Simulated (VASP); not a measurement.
**Ag: single point with PBE**

Crystal: Ag.

```
Ag
1.0
     2.44244    0.00000    0.00000
    -1.22122    2.11521    0.00000
     0.00000    0.00000    4.00914
Ag
2
Direct
  0.33333 0.66667 0.25000
  0.66667 0.33333 0.75000
```

This cell differs from its parent crystal: volume scaled by 0.58.

```json
{
 "Program": "VASP 6.6.1",
 "Task": "single point",
 "Functional": "PBE",
 "Potentials or basis": "VASP PAW PBE potentials, release 64 (Ag)",
 "Cutoff": "520 eV",
 "k mesh": "15 × 15 × 8",
 "Occupations": "fermi-dirac, width 0.05 eV",
 "Spin": "no spin polarisation",
 "Dipole correction": "no",
 "Further INCAR settings": "ALGO = Normal; EDIFF = 1e-06; NBANDS = 18"
}
```

| Property | Result |
| --- | --- |
| Pressure | 227.4 GPa |
| Band gap on the k mesh | zero (band 11 reaches 23.99 eV, above the bottom of band 12 at 13.40 eV) |

Stress tensor (GPa, compression positive):
```
227.38   0.00   0.00
  0.00 227.38   0.00
  0.00   0.00 227.50
```

Levels at points of the mesh, in eV from the Fermi level:
| k point | band 7 | band 8 | band 9 | band 10 | band 11 | band 12 | band 13 | band 14 | band 15 | band 16 |
| --- | --- | --- | --- | --- | --- | --- | --- | --- | --- | --- |
| (0.00, 0.00, 0.00) | -7.26 | -6.40 | -6.40 | -4.09 | -4.09 | -2.42 | 6.96 | 15.44 | 17.82 | 18.78 |
| (0.00, 0.00, 0.50) | -7.71 | -7.71 | -4.77 | -4.77 | -4.77 | -4.77 | 14.08 | 14.08 | 17.15 | 17.15 |

Wall time 22 s on 1 thread of AMD EPYC 9R45 96-Core Processor (Zen 5) (shared host), peak memory 0.13 GiB.
